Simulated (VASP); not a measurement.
# W (P6_3/mmc) in VASP: notebook

W is run at these levels: r2SCAN; tasks: single point.

All numbers are computed with VASP 6.6.1; they aren't measurements. Logs are shortened: lines on timing, memory, paths and dates and some standing lists are left out, and cuts for length are marked.

## 1. The cell of the first run

The structure is hexagonal, space group P6_3/mmc (No. 194). The conventional cell has a = 2.766 Å, b = 2.766 Å, c = 9.867 Å, α = 90.00°, β = 90.00°, γ = 120.00°. Within 3.6 Å of W (site symmetry -3m) lie 12 W at 2.77 to 2.94 Å. Within 3.6 Å of W (site symmetry -6m2) lie 12 W at 2.77 to 2.94 Å.

This isn't the form of W at room conditions, which is bcc.

## 2. Single point, r2SCAN

The input, POSCAR:

```
W
1.0
    2.7656173692      0.0000000000      0.0000000000
   -1.3828086846      2.3950948989      0.0000000000
    0.0000000000      0.0000000000      9.8669796411
W
4
Direct
    0.0000000000      0.0000000000      0.0000000000
    0.0000000000      0.0000000000      0.5000000000
    0.3333333333      0.6666666667      0.7500000000
    0.6666666667      0.3333333333      0.2500000000
```

The input, INCAR.step1:

```
SYSTEM = W
  PREC = Accurate
  ENCUT = 520
  ISMEAR = 0
  SIGMA = 0.1
  LREAL = .FALSE.
  LASPH = .TRUE.
  NELM = 60
  NBANDS = 36
  GGA = PE
  ALGO = Normal
  EDIFF = 1E-4
  LWAVE = .TRUE.
  LCHARG = .FALSE.
```

The input, INCAR.step2:

```
SYSTEM = W
  PREC = Accurate
  ENCUT = 520
  EDIFF = 1E-6
  ISMEAR = 0
  SIGMA = 0.1
  LREAL = .FALSE.
  LASPH = .TRUE.
  NELM = 60
  ALGO = Normal
  ISIF = 2
  LWAVE = .FALSE.
  LCHARG = .FALSE.
  METAGGA = R2SCAN
  LMIXTAU = .TRUE.
  NBANDS = 36
  ISTART = 1
```

The input, KPOINTS:

```
Automatic mesh
0
G
  6 6 2
  0 0 0
```

Potentials or basis: VASP PAW PBE potentials, release 64 (W_sv).

The run is started by

```
cat potpaw_PBE.64/W_sv/POTCAR > POTCAR
cp INCAR.step1 INCAR
mpirun -np 1 vasp_std > vasp.out
cp INCAR.step2 INCAR
mpirun -np 1 vasp_std > vasp.out
```

OUTCAR:

```text
SYSTEM = W
   PREC = Accurate
   ENCUT = 520
   EDIFF = 1E-6
   ISMEAR = 0
   LREAL = .FALSE.
   LASPH = .TRUE.
   NELM = 60
   ISIF = 2
   METAGGA = R2SCAN
   ISTART = 1

 ion  position               nearest neighbor table
   1  0.000  0.000  0.000-   3 2.94   4 2.94   4 2.94   3 2.94   4 2.94   3 2.94
   2  0.000  0.000  0.500-   3 2.94   4 2.94   4 2.94   3 2.94   4 2.94   3 2.94
   3  0.333  0.667  0.750-   1 2.94   2 2.94   1 2.94   2 2.94   1 2.94   2 2.94
   4  0.667  0.333  0.250-   1 2.94   2 2.94   1 2.94   2 2.94   1 2.94   2 2.94

  LATTYP: Found a hexagonal cell.
 ALAT       =     2.7656173692
 C/A-ratio  =     3.5677312961

  Lattice vectors:

 A1 = (   2.7656173692,   0.0000000000,   0.0000000000)
 A2 = (  -1.3828086846,   2.3950948989,   0.0000000000)
 A3 = (   0.0000000000,   0.0000000000,   9.8669796411)

Analysis of symmetry for initial positions (statically):
=====================================================================
 Subroutine PRICEL returns:
 Original cell was already a primitive cell.

 Routine SETGRP: Setting up the symmetry group for a
 hexagonal supercell.

 Subroutine GETGRP returns: Found 24 space group operations
 (whereof 12 operations were pure point group operations)
 out of a pool of 24 trial point group operations.

The static configuration has the point symmetry D_3d.
 The point group associated with its full space group is D_6h.

Analysis of symmetry for dynamics (positions and initial velocities):
=====================================================================
 Subroutine PRICEL returns:
 Original cell was already a primitive cell.

 Routine SETGRP: Setting up the symmetry group for a
 hexagonal supercell.

 Subroutine GETGRP returns: Found 24 space group operations
 (whereof 12 operations were pure point group operations)
 out of a pool of 24 trial point group operations.

The dynamic configuration has the point symmetry D_3d.
 The point group associated with its full space group is D_6h.

 Subroutine INISYM returns: Found 24 space group operations
 (whereof 12 operations are pure point group operations),
 and found     1 'primitive' translations

----------------------------------------------------------------------------------------

                                     Primitive cell

  volume of cell :      65.3580

  direct lattice vectors                    reciprocal lattice vectors
[... 80 lines left out ...]
   EDIFF  = 0.1E-05   stopping-criterion for ELM
   LREAL  =      F    real-space projection
   EDIFFG = 0.1E-04   stopping-criterion for IOM
   NSW    =      0    number of steps for IOM
   IBRION =     -1    ionic relax: 0-MD 1-quasi-New 2-CG
   NFREE  =      0    steps in history (QN), initial steepest desc. (CG)
   ISIF   =      2    stress and relaxation
   ISYM   =      2    0-nonsym 1-usesym 2-fastsym
   POTIM  = 0.5000    time-step for ionic-motion
   TEBEG  =    0.0;   TEEND  =   0.0 temperature during run
   PSTRESS=    0.0 pullay stress
   NELECT =      56.0000    total number of electrons
   NUPDOWN=      -1.0000    fix difference up-down
   EMIN   =  10.00;   EMAX   =-10.00  energy-range for DOS
   EFERMI =   0.00;   METHOD = LEGACY
   ISMEAR =     0;   SIGMA  =   0.10  broadening in eV -4-tet -1-fermi 0-gaus
   EFERMI_NEDOS =   21; number of points for ismear=-14 and -15
   IALGO  =     38    algorithm
   IMIX   =      4    mixing-type and parameters
     AMIX     =   0.40;   BMIX     =  1.00
     AMIX_MAG =   1.60;   BMIX_MAG =  1.00
  volume/ion in A,a.u.               =      16.34       110.26
  Fermi-wavevector in a.u.,A,eV,Ry     =   1.554907  2.938349 32.895303  2.417737
  Thomas-Fermi vector in A             =   2.658925
   LORBIT       =      0    0 simple, 1 ext, 2 COOP (PROOUT), +10 PAW based schemes
   METAGGA = R2SCAN    functional components
   LHFCALC =     F    Hartree Fock is set to
   AEXX    =    0.0000 exact exchange contribution
   IVDW    =     0    specifies the selected vdW correction
   LEPSILON=     F    determine dielectric tensor
   LRPA    =     F    only Hartree local field effects (RPA)
 non-spin polarized calculation
 Gauss-broadening in eV      SIGMA  =   0.10
  energy-cutoff  :      520.00
  volume of cell :       65.36
 maximum number of plane-waves:      1776
 NGX is ok and might be reduce to    24
   NGX = 11   NGY = 11   NGZ = 37

 number of electron      56.0000002 magnetization

 Free energy of the ion-electron system (eV)
  ---------------------------------------------------
  ext. energy  EPLUGINS =         0.00000000
  ---------------------------------------------------
  free energy    TOTEN  =      -203.16111711 eV

  energy without entropy =     -203.14617223  energy(sigma->0) =     -203.15364467

 E-fermi :  10.4942     XC(G=0): -14.7495

 val. band max:       10.4557444756   @ k =   0.5000   0.0000   0.0000
 cond. band min:      10.5274676817   @ k =   0.0000   0.0000   0.0000
 fundamental gap:      0.0717232061
 Fermi energy:        10.4942221454

 k-point     1 :       0.0000    0.0000    0.0000
  band No.  band energies     occupation
      1     -65.2408      2.00000
      2     -65.2174      2.00000
      3     -65.1696      2.00000
      4     -65.1460      2.00000
      5     -29.3325      2.00000
      6     -28.8770      2.00000
[... 535 lines left out ...]
     35      14.8877      0.00000
     36      14.8877      0.00000

------------------------ aborting loop because EDIFF is reached ----------------------------------------

  FORCE on cell =-STRESS in cart. coord.  units (eV):
  Direction    XX          YY          ZZ          XY          YZ          ZX
  --------------------------------------------------------------------------------------
  -------------------------------------------------------------------------------------
  Total        0.5213904      0.5213904      0.3723349      0.0000000      0.0000000     -0.0000000
  in kB       12.7812867     12.7812867      9.1273625      0.0000000      0.0000000     -0.0000000
  external PRESSURE =      11.5633119 kB  Pullay stress =       0.0000000 kB

 VOLUME and BASIS-vectors are now :
 -----------------------------------------------------------------------------
  energy-cutoff  :      520.00
  volume of cell :       65.36
      direct lattice vectors                 reciprocal lattice vectors
     2.765617369  0.000000000  0.000000000     0.361582919  0.208759995  0.000000000
    -1.382808685  2.395094899  0.000000000     0.000000000  0.417519991  0.000000000
     0.000000000  0.000000000  9.866979641     0.000000000  0.000000000  0.101348137

 POSITION                                       TOTAL-FORCE (eV/Angst)
 -----------------------------------------------------------------------------------
      0.00000      0.00000      0.00000         0.000000     -0.000000     -0.000000
      0.00000      0.00000      4.93349         0.000000     -0.000000     -0.000000
     -0.00000      1.59673      7.40023         0.000000     -0.000000      0.000000
      1.38281      0.79836      2.46674        -0.000000      0.000000     -0.000000
 -----------------------------------------------------------------------------------
    total drift:                                0.000000     -0.000000     -0.000000

  FREE ENERGIE OF THE ION-ELECTRON SYSTEM (eV)
  ---------------------------------------------------
  free  energy   TOTEN  =      -203.1611171086 eV

  energy  without entropy=     -203.1461722332  energy(sigma->0) =     -203.15364467
```

OUTCAR.step1:

```text
SYSTEM = W
   PREC = Accurate
   ENCUT = 520
   ISMEAR = 0
   LREAL = .FALSE.
   LASPH = .TRUE.
[... 765 lines left out ...]
      0.00000      0.00000      4.93349         0.000000      0.000000     -0.000000
     -0.00000      1.59673      7.40023        -0.000000      0.000000     -0.000000
      1.38281      0.79836      2.46674         0.000000     -0.000000      0.000000
 -----------------------------------------------------------------------------------
    total drift:                                0.000000     -0.000000     -0.000000

  FREE ENERGIE OF THE ION-ELECTRON SYSTEM (eV)
  ---------------------------------------------------
  free  energy   TOTEN  =       -49.8009964963 eV

  energy  without entropy=      -49.7791753617  energy(sigma->0) =      -49.79008593
```

It took 49 s on 1 thread of Intel Xeon 6975P-C (Granite Rapids), shared host; peak memory 0.21 GiB.

Results:

| Item | Value |
| --- | --- |
| Free energy | -203.1611 eV |
| Pressure | 1.2 GPa |
| Band gap on the k mesh | zero (bands 28 and 29 overlap by 1.55 eV) |

Stress tensor (GPa, compression positive):
```
1.28 0.00 0.00
0.00 1.28 0.00
0.00 0.00 0.91
```

Caveat: the k points lie up to 0.44 Å⁻¹ apart, too coarse for converged energies and pressures of a metal; the PAW data sets were made with another functional, which shifts forces and pressure a little; spin-orbit coupling is left out, which moves the levels of the heavy elements.

## 3. Single point, r2SCAN

This run uses another cell than the first one, of 16.28 Å³/atom.

The input, POSCAR:

```
W
1.0
    2.7675667745      0.0000000000      0.0000000000
   -1.3837833872      2.3967831334      0.0000000000
    0.0000000000      0.0000000000      9.8162871984
W
4
Direct
    0.0000000000      0.0000000000      0.0000000000
    0.0000000000      0.0000000000      0.5000000000
    0.3333333333      0.6666666667      0.7500000000
    0.6666666667      0.3333333333      0.2500000000
```

The input, INCAR.step1:

```
SYSTEM = W
PREC = Accurate ; ENCUT = 520
ISMEAR = 0 ; SIGMA = 0.1
LREAL = .False. ; LASPH = .True.
NELM = 100 ; NBANDS = 36
GGA = PE ; ALGO = Normal
EDIFF = 1E-4 ; LWAVE = .True.
LCHARG = .False.
```

The input, INCAR.step2:

```
SYSTEM = W
PREC = Accurate ; ENCUT = 520
EDIFF = 1E-6 ; ISMEAR = 0
SIGMA = 0.1 ; LREAL = .False.
LASPH = .True. ; NELM = 100
ALGO = Normal ; ISIF = 2
LWAVE = .False. ; LCHARG = .True.
METAGGA = R2SCAN ; LMIXTAU = .True.
LELF = .True. ; LVHAR = .True.
NBANDS = 36 ; ISTART = 1
```

The input, KPOINTS:

```
regular mesh
0
Gamma
  9 9 2
  0 0 0
```

Potentials or basis: VASP PAW PBE potentials, release 64 (W_sv).

The run is started by

```
cat potpaw_PBE.64/W_sv/POTCAR > POTCAR
cp INCAR.step1 INCAR
mpirun -np 1 vasp_std > vasp.out
cp INCAR.step2 INCAR
mpirun -np 1 vasp_std > vasp.out
```

OUTCAR:

```text
SYSTEM = W
   PREC = Accurate
   ENCUT = 520
   EDIFF = 1E-6
   ISMEAR = 0
   LREAL = .False.
   LASPH = .True.
   NELM = 100
   ISIF = 2
   METAGGA = R2SCAN
   ISTART = 1

 ion  position               nearest neighbor table
   1  0.000  0.000  0.000-   3 2.93   4 2.93   3 2.93   4 2.93   4 2.93   3 2.93
   2  0.000  0.000  0.500-   3 2.93   4 2.93   3 2.93   4 2.93   4 2.93   3 2.93
   3  0.333  0.667  0.750-   1 2.93   2 2.93   1 2.93   2 2.93   1 2.93   2 2.93
   4  0.667  0.333  0.250-   1 2.93   2 2.93   1 2.93   2 2.93   1 2.93   2 2.93

  LATTYP: Found a hexagonal cell.
 ALAT       =     2.7675667745
 C/A-ratio  =     3.5469016643

  Lattice vectors:

 A1 = (   2.7675667745,   0.0000000000,   0.0000000000)
 A2 = (  -1.3837833872,   2.3967831334,   0.0000000000)
 A3 = (   0.0000000000,   0.0000000000,   9.8162871984)

Analysis of symmetry for initial positions (statically):
=====================================================================
 Subroutine PRICEL returns:
 Original cell was already a primitive cell.

 Routine SETGRP: Setting up the symmetry group for a
 hexagonal supercell.

 Subroutine GETGRP returns: Found 24 space group operations
 (whereof 12 operations were pure point group operations)
 out of a pool of 24 trial point group operations.

The static configuration has the point symmetry D_3d.
 The point group associated with its full space group is D_6h.

Analysis of symmetry for dynamics (positions and initial velocities):
=====================================================================
 Subroutine PRICEL returns:
 Original cell was already a primitive cell.

 Routine SETGRP: Setting up the symmetry group for a
 hexagonal supercell.

 Subroutine GETGRP returns: Found 24 space group operations
 (whereof 12 operations were pure point group operations)
 out of a pool of 24 trial point group operations.

The dynamic configuration has the point symmetry D_3d.
 The point group associated with its full space group is D_6h.

 Subroutine INISYM returns: Found 24 space group operations
[... 120 lines left out ...]
     AMIX_MAG =   1.60;   BMIX_MAG =  1.00
  volume/ion in A,a.u.               =      16.28       109.85
  Fermi-wavevector in a.u.,A,eV,Ry     =   1.556848  2.942016 32.977459  2.423775
  Thomas-Fermi vector in A             =   2.660584
   LORBIT       =      0    0 simple, 1 ext, 2 COOP (PROOUT), +10 PAW based schemes
   METAGGA = R2SCAN    functional components
   LHFCALC =     F    Hartree Fock is set to
   AEXX    =    0.0000 exact exchange contribution
   IVDW    =     0    specifies the selected vdW correction
   LEPSILON=     F    determine dielectric tensor
   LRPA    =     F    only Hartree local field effects (RPA)
 non-spin polarized calculation
 Gauss-broadening in eV      SIGMA  =   0.10
  energy-cutoff  :      520.00
  volume of cell :       65.11
 maximum number of plane-waves:      1765
 NGX is ok and might be reduce to    24
   NGX = 11   NGY = 11   NGZ = 37

 number of electron      56.0000002 magnetization

 Free energy of the ion-electron system (eV)
  ---------------------------------------------------
  ext. energy  EPLUGINS =         0.00000000
  ---------------------------------------------------
  free energy    TOTEN  =      -203.20901743 eV

  energy without entropy =     -203.19619864  energy(sigma->0) =     -203.20260804

 E-fermi :  10.5808     XC(G=0): -14.7705

 val. band max:       10.5624678562   @ k =   0.1111  -0.0000   0.0000
 cond. band min:      10.5817084100   @ k =   0.0000   0.0000   0.0000
 fundamental gap:      0.0192405538
 Fermi energy:        10.5808367007

 k-point     1 :       0.0000    0.0000    0.0000
  band No.  band energies     occupation
      1     -65.1524      2.00000
      2     -65.1196      2.00000
      3     -65.0964      2.00000
      4     -65.0634      2.00000
      5     -29.2732      2.00000
      6     -28.7926      2.00000
[... 925 lines left out ...]
     35      15.0007      0.00000
     36      15.0007      0.00000

------------------------ aborting loop because EDIFF is reached ----------------------------------------

  FORCE on cell =-STRESS in cart. coord.  units (eV):
  Direction    XX          YY          ZZ          XY          YZ          ZX
  --------------------------------------------------------------------------------------
  -------------------------------------------------------------------------------------
  Total        0.4917651      0.4917651      0.4173143      0.0000000      0.0000000     -0.0000000
  in kB       12.1002464     12.1002464     10.2683283      0.0000000      0.0000000     -0.0000000
  external PRESSURE =      11.4896071 kB  Pullay stress =       0.0000000 kB

 VOLUME and BASIS-vectors are now :
 -----------------------------------------------------------------------------
  energy-cutoff  :      520.00
  volume of cell :       65.11
      direct lattice vectors                 reciprocal lattice vectors
     2.767566775  0.000000000  0.000000000     0.361328229  0.208612950  0.000000000
    -1.383783387  2.396783133  0.000000000     0.000000000  0.417225900  0.000000000
     0.000000000  0.000000000  9.816287198     0.000000000  0.000000000  0.101871510

 POSITION                                       TOTAL-FORCE (eV/Angst)
 -----------------------------------------------------------------------------------
      0.00000      0.00000      0.00000         0.000000      0.000000      0.000000
      0.00000      0.00000      4.90814         0.000000      0.000000      0.000000
     -0.00000      1.59786      7.36222         0.000000      0.000000      0.000000
      1.38378      0.79893      2.45407        -0.000000      0.000000     -0.000000
 -----------------------------------------------------------------------------------
    total drift:                                0.000000      0.000000     -0.000000

  FREE ENERGIE OF THE ION-ELECTRON SYSTEM (eV)
  ---------------------------------------------------
  free  energy   TOTEN  =      -203.2090174336 eV

  energy  without entropy=     -203.1961986407  energy(sigma->0) =     -203.20260804
```

OUTCAR.step1:

```text
SYSTEM = W
   PREC = Accurate
   ENCUT = 520
   ISMEAR = 0
   LREAL = .False.
   LASPH = .True.
[... 1165 lines left out ...]
      0.00000      0.00000      4.90814        -0.000000      0.000000      0.000000
     -0.00000      1.59786      7.36222         0.000000      0.000000      0.000000
      1.38378      0.79893      2.45407        -0.000000     -0.000000     -0.000000
 -----------------------------------------------------------------------------------
    total drift:                                0.000000      0.000000     -0.000000

  FREE ENERGIE OF THE ION-ELECTRON SYSTEM (eV)
  ---------------------------------------------------
  free  energy   TOTEN  =       -49.8632282464 eV

  energy  without entropy=      -49.8481552737  energy(sigma->0) =      -49.85569176
```

OSZICAR.step1:

```text
N       E                     dE             d eps       ncg     rms          rms(c)
DAV:   1     0.697851408679E+03    0.69785E+03   -0.31758E+04  1728   0.182E+03
DAV:   2    -0.165861256892E+02   -0.71444E+03   -0.70077E+03  1804   0.574E+02
DAV:   3    -0.513539355979E+02   -0.34768E+02   -0.33517E+02  2100   0.121E+02
DAV:   4    -0.522793186440E+02   -0.92538E+00   -0.90763E+00  2052   0.178E+01
DAV:   5    -0.522949789693E+02   -0.15660E-01   -0.15629E-01  2044   0.239E+00    0.391E+01
DAV:   6    -0.503750449126E+02    0.19199E+01   -0.26871E+00  1896   0.122E+01    0.155E+01
DAV:   7    -0.498814042120E+02    0.49364E+00   -0.14565E+00  1952   0.820E+00    0.103E+00
DAV:   8    -0.498643164521E+02    0.17088E-01   -0.42288E-02  2040   0.159E+00    0.226E-01
DAV:   9    -0.498634659666E+02    0.85049E-03   -0.12076E-02  2044   0.105E+00    0.112E-01
DAV:  10    -0.498632328646E+02    0.23310E-03   -0.16336E-03  1828   0.351E-01    0.630E-02
DAV:  11    -0.498632282464E+02    0.46182E-05   -0.11441E-04  1028   0.869E-02
   1 F= -.49863228E+02 E0= -.49855692E+02  d E =-.150730E-01
```

It took 1.7 min on 1 thread of Intel Xeon 6975P-C (Granite Rapids), shared host; peak memory 0.23 GiB.

Results:

```
Free energy            : -203.2090 eV
Pressure               : 1.1 GPa
Band gap on the k mesh : zero (bands 28 and 29 overlap by 1.61 eV)
```

Caveat: the PAW data sets were made with another functional, which shifts forces and pressure a little; spin-orbit coupling is left out, which moves the levels of the heavy elements.

(Continued in part 2 of 2.)
